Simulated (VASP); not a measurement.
# ZnO (lda): single point with LDA

ZnO (lda):

```
CELL_PARAMETERS angstrom
3.18734 0.00000 0.00000
-1.59367 2.76031 0.00000
0.00000 0.00000 5.15283
ATOMIC_POSITIONS crystal
Zn 0.33333 0.66667 0.94100
Zn 0.66667 0.33333 0.44100
O 0.33333 0.66667 0.44100
O 0.66667 0.33333 0.94100
```

```yaml
Program: VASP 6.6.1
Task: single point
Functional: LDA
Potentials_or_basis: VASP PAW LDA potentials, release 64 (Zn, O)
Cutoff: 520 eV
k_mesh: 9 × 9 × 6
Occupations: gaussian, width 0.01 eV
Spin: no spin polarisation
```

* Pressure: 9.9 GPa
* Band gap on the k mesh: 0.94 eV, direct

Stress tensor (GPa, compression positive):
```
17.37  0.00  0.00
 0.00 17.37  0.00
 0.00  0.00 -4.95
```

Levels at points of the mesh, in eV from the valence-band top:
```csv
k point,band 16,band 17,band 18,band 19,band 20,band 21
"(0.00, 0.00, 0.00)",-0.33,0.00,0.00,0.94,4.82,7.79
"(0.00, 0.00, 0.50)",-0.16,-0.16,-0.16,3.32,3.32,9.62
```

Run time: 100 s on 1 thread of AMD EPYC 7R13 (shared host), peak memory 0.14 GiB.

A k mesh can miss the band edges. A hybrid or GW would open this gap; LDA tends to underestimate it.
